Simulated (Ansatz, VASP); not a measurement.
# Two plane-wave programs on Sn3As

```
CELL_PARAMETERS angstrom
4.24999 2.45373 3.43192
-4.24999 2.45373 3.43192
0.00000 -4.90746 3.43192
ATOMIC_POSITIONS crystal
Sn 0.75899 0.33411 0.75899
Sn 0.75899 0.75899 0.33411
Sn 0.33411 0.75899 0.75899
Sn 0.24101 0.66589 0.24101
Sn 0.66589 0.24101 0.24101
Sn 0.24101 0.24101 0.66589
As 0.20133 0.20133 0.20133
As 0.79867 0.79867 0.79867
```

Alike in both runs: functional PBE; k mesh 3 × 3 × 3; occupations gaussian, width 0.1 eV; no spin polarisation.

Ansatz relaxed the structure, and its values are those at the end. VASP's run is a single point on that final structure, the one shown.

|  | VASP | Ansatz |
| --- | --- | --- |
| version | VASP 6.6.1 | Ansatz 0.2.0 |
| potentials or method | VASP PAW PBE potentials, release 64 (Sn_d, As), cutoff 520 eV | scalar-relativistic, plane waves, PAW |
| valence electrons in the cell | 94 | 114 |

|  | VASP | Ansatz | Ansatz less VASP |
| --- | --- | --- | --- |
| gap on the k mesh at the Fermi level (eV) | none | none | - |
| pressure (GPa) | -0.1 | -0.1 | +0.01 |
| rms of the force components (eV/Å) | 0.004 | 0.010 | +0.0055 |

A gap of «none» marks a metal or a gap that the smearing closes. VASP's potentials hold 94 valence electrons a cell and Ansatz's 114, so a difference there can come from the potentials and not from the codes.
